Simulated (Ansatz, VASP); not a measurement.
## Si in VASP and in Ansatz

Contents of INCAR:

```
SYSTEM = Si
PREC     = Accurate       ! precision mode
ENCUT    = 520            ! plane-wave cutoff, eV
EDIFF    = 1E-6           ! SCF threshold, eV
ISMEAR   = 0              ! smearing method
SIGMA    = 0.03           ! smearing width, eV
LREAL    = .FALSE.        ! projectors in reciprocal space
LASPH    = .TRUE.         ! aspherical terms in the spheres
NELM     = 100            ! most SCF steps
ALGO     = Normal         ! electronic algorithm
ISIF     = 2              ! what is computed and relaxed
LWAVE    = .FALSE.        ! write WAVECAR
LCHARG   = .FALSE.        ! write CHGCAR
NBANDS   = 26             ! bands
```

File KPOINTS:

```
Automatic mesh
0
G
  10 10 3
  0 0 0
```

File POSCAR:

```
Si
1.0
   -3.8016851185      0.0000000000      0.0000000000
   -1.9008425592     -3.2923558898      0.0000000000
   -0.3168070932     -0.5487259816     12.5773876662
Si
8
Direct
    0.3333333333      0.1822469962      0.9065180230
    0.3333333333      0.2655803295      0.4065180230
    0.6666666667      0.6405803295      0.1565180230
    0.6666666667      0.5572469962      0.6565180230
    0.3333333333      0.3177530038      0.0934819770
    0.3333333333      0.2344196705      0.5934819770
    0.6666666667      0.6094196705      0.3434819770
    0.6666666667      0.5260863372      0.8434819770
```

Input for Ansatz:

```yaml
crystal:
  lattice:
    - [-3.8016851185, 0.0, 0.0]
    - [-1.9008425592, -3.2923558898, 0.0]
    - [-0.3168070932, -0.5487259816, 12.5773876662]
  atoms:
    - { symbol: Si, position: [0.3333333333, 0.1822469962, 0.906518023] }
    - { symbol: Si, position: [0.3333333333, 0.2655803295, 0.406518023] }
    - { symbol: Si, position: [0.6666666667, 0.6405803295, 0.156518023] }
    - { symbol: Si, position: [0.6666666667, 0.5572469962, 0.656518023] }
    - { symbol: Si, position: [0.3333333333, 0.3177530038, 0.093481977] }
    - { symbol: Si, position: [0.3333333333, 0.2344196705, 0.593481977] }
    - { symbol: Si, position: [0.6666666667, 0.6094196705, 0.343481977] }
    - { symbol: Si, position: [0.6666666667, 0.5260863372, 0.843481977] }
basis:
  ecutwfc: 420
kpoints:
  mp_grid: { grid: [10, 10, 3] }
hamiltonian:
  xc: lda
  pseudopotentials: { kind: paw, azcp: { folder: soft_1 } }
scf:
  occupations: { method: gaussian, width: 0.03 }
output:
  forces: true
  stress: true
  eigenvalues: true
```

Alike in both runs: task single point; functional LDA; k mesh 10 × 10 × 3; occupations gaussian, width 0.03 eV; no spin polarisation.

|  | VASP | Ansatz |
| --- | --- | --- |
| version | VASP 6.6.1 | Ansatz 0.2.0 |
| potentials or method | VASP PAW LDA potentials, release 64 (Si), cutoff 520 eV | scalar-relativistic, plane waves, PAW |
| valence electrons in the cell | 32 | 32 |

|  | VASP | Ansatz | Ansatz less VASP |
| --- | --- | --- | --- |
| gap on the k mesh at the Fermi level (eV) | 0.29 | 0.29 | +0.003 |
| least direct gap on the mesh (eV) | 1.08 | 1.07 | -0.007 |
| pressure (GPa) | -0.3 | -0.4 | -0.06 |
| traceless stress, the component that is largest in VASP (GPa) | 1.97 | 1.96 | -0.004 |
| rms of the force components (eV/Å) | 0.221 | 0.221 | +0.0002 |

Ansatz warns that its potentials were made for another functional, while VASP's fit it. LDA's correlation is that of Perdew and Zunger in VASP and of Perdew and Wang (1992) in Ansatz. Atom by atom the forces differ by 0.001 eV/Å (rms over components).
